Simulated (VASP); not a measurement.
Li:

```
Li
1.0
    -1.75465    1.75465    1.75465
     1.75465   -1.75465    1.75465
     1.75465    1.75465   -1.75465
Li
1
Direct
  0.00000 0.00000 0.00000
```

```yaml
Program: VASP 6.6.1
Task: relaxation of cell and atoms
Functional: PBEsol
Potentials_or_basis: VASP PAW PBE potentials, release 64 (Li_sv)
Cutoff: 600 eV
k_mesh: 9 × 9 × 9
Occupations: fermi-dirac, width 0.02 eV
Spin: no spin polarisation
```

At the start: pressure -0.9 GPa; volume 21.61 Å³/atom.

Task: Where does the relaxation end?

Result: Over 5 steps the energy falls by 4.9 meV/atom and the volume is 20.02 Å³/atom (-7.4 %); space group Im-3m (No. 229, to 0.1 Å) before and after.

Step by step:
```csv
step,energy change (eV),largest force (eV/Å),pressure (GPa),volume (Å³)
1,0.0000,0.0000,-0.91,21.61
2,-0.0020,0.0000,-0.73,21.23
3,-0.0046,0.0000,-0.26,20.39
4,-0.0014,0.0000,0.97,18.77
5,-0.0049,0.0000,-0.03,20.02
```

Final structure:
```
CELL_PARAMETERS angstrom
-1.71052 1.71052 1.71052
1.71052 -1.71052 1.71052
1.71052 1.71052 -1.71052
ATOMIC_POSITIONS crystal
Li 0.00000 0.00000 0.00000
```

Caveat: the cutoff is under 1.25 times the usual one of these potentials, so pressure, stress and relaxed cells hold a basis-set (Pulay) error; the PAW data sets were made with another functional, which shifts forces and pressure a little.
